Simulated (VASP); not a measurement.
Input of a VASP 6.6.1 run:

The input POSCAR:

```
PtS2
1.0
    1.7644428793      1.0187015713      5.5230471123
   -1.7644428793      1.0187015713      5.5230471123
    0.0000000000     -2.0374031427      5.5230471123
Pt S
1 2
Direct
    0.0000000000      0.0000000000      0.0000000000
    0.2583047974      0.2583047974      0.2583047974
    0.7416952026      0.7416952026      0.7416952026
```

INCAR.step1

```
SYSTEM = PtS2
PREC     = Accurate       ! precision mode
ENCUT    = 520            ! plane-wave cutoff, eV
ISMEAR   = 0              ! smearing method
SIGMA    = 0.01           ! smearing width, eV
LREAL    = .False.        ! projectors in reciprocal space
LASPH    = .True.         ! aspherical terms in the spheres
NELM     = 60             ! most SCF steps
NBANDS   = 18             ! bands
GGA      = PE             ! functional
ALGO     = Normal         ! electronic algorithm
EDIFF    = 1E-4           ! SCF threshold, eV
LWAVE    = .True.         ! write WAVECAR
LCHARG   = .False.        ! write CHGCAR
```

Contents of INCAR.step2:

```
SYSTEM = PtS2
PREC     = Accurate       ! precision mode
ENCUT    = 520            ! plane-wave cutoff, eV
EDIFF    = 1E-6           ! SCF threshold, eV
ISMEAR   = 0              ! smearing method
SIGMA    = 0.01           ! smearing width, eV
LREAL    = .False.        ! projectors in reciprocal space
LASPH    = .True.         ! aspherical terms in the spheres
NELM     = 60             ! most SCF steps
ALGO     = Normal         ! electronic algorithm
ISIF     = 2              ! what is computed and relaxed
LWAVE    = .False.        ! write WAVECAR
LCHARG   = .False.        ! write CHGCAR
METAGGA  = R2SCAN         ! meta-GGA
LMIXTAU  = .True.       
NBANDS   = 18             ! bands
ISTART   = 1
```

KPOINTS

```
Automatic mesh
0
Gamma
  8 8 8
  0 0 0
```

Potentials or basis: VASP PAW PBE potentials, release 64 (Pt, S).

Command:

```bash
$ cat potpaw_PBE.64/Pt/POTCAR potpaw_PBE.64/S/POTCAR > POTCAR
$ cp INCAR.step1 INCAR
$ mpirun -np 1 vasp_std > vasp.out
$ cp INCAR.step2 INCAR
$ mpirun -np 1 vasp_std > vasp.out
```

Q: What does it give for the band gap on the k mesh?

A: 1.21 eV, indirect (least direct gap 1.42 eV).

Q: Predict the largest force.

A: 0.047 eV/Å.

Forces on the atoms (eV/Å):
```
Pt   0.000  0.000  0.000
S    0.000  0.000  0.047
S    0.000  0.000 -0.047
```

Caveat: the PAW data sets were made with another functional, which shifts forces and pressure a little; spin-orbit coupling is left out, which moves the levels of the heavy elements. A k mesh can miss the band edges.
